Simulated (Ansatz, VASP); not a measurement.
## Two plane-wave programs on LiF

```
CELL_PARAMETERS angstrom
0.00000 1.99509 1.99509
1.99509 0.00000 1.99509
1.99509 1.99509 0.00000
ATOMIC_POSITIONS crystal
Li 0.00000 0.00000 0.00000
F 0.50000 0.50000 0.50000
```

Alike in both runs: functional r2SCAN; k mesh 10 × 10 × 10; occupations gaussian, width 0.02 eV; no spin polarisation.

Ansatz relaxed the structure, and its values are those at the end. VASP's run is a single point on that final structure, the one shown.

|  | VASP | Ansatz |
| --- | --- | --- |
| version | VASP 6.6.1 | Ansatz 0.2.0 |
| potentials or method | VASP PAW PBE potentials, release 64 (Li_sv, F), cutoff 520 eV | scalar-relativistic, plane waves, PAW |
| valence electrons in the cell | 10 | 10 |

```tsv
	VASP	Ansatz	Ansatz less VASP
gap on the k mesh at the Fermi level (eV)	10.55	10.33	-0.223
least direct gap on the mesh (eV)	10.55	10.33	-0.223
```

VASP's potentials were made for PBE, not for r2SCAN. The functional is the same, so the differences come from potentials, cutoffs and numerics.

Noted on VASP's run: the cutoff is under 1.25 times that of the potentials, so the pressure is a little rough.
